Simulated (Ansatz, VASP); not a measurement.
Ag in VASP and in Ansatz

```
CELL_PARAMETERS angstrom
0.00000 2.02130 2.05208
2.08286 0.00000 2.05208
2.08286 2.02130 0.00000
ATOMIC_POSITIONS crystal
Ag 0.00000 0.00000 0.00000
```

Change from the starting cell: strain +0.0150 x Voigt [1, -1, 0, 0, 0, 0], atoms carried along.

Alike in both runs: task single point; functional r2SCAN; k mesh 26 × 26 × 26; occupations gaussian, width 0.15 eV; no spin polarisation.

|  | VASP | Ansatz |
| --- | --- | --- |
| version | VASP 6.6.1 | Ansatz 0.2.0 |
| potentials or method | VASP PAW PBE potentials, release 64 (Ag), cutoff 520 eV | scalar-relativistic, plane waves, PAW |
| valence electrons in the cell | 11 | 19 |

|  | VASP | Ansatz | Ansatz less VASP |
| --- | --- | --- | --- |
| gap on the k mesh at the Fermi level (eV) | none | none | - |
| pressure (GPa) | 0.2 | 0.0 | -0.13 |
| traceless stress, the component that is largest in VASP (GPa) | -0.59 | -0.57 | +0.015 |

VASP's potentials were made for PBE, not for r2SCAN. A gap of «none» marks a metal or a gap that the smearing closes. The functional is the same, so the differences come from potentials, cutoffs and numerics. VASP's potentials hold 11 valence electrons a cell and Ansatz's 19, so a difference there can come from the potentials and not from the codes.
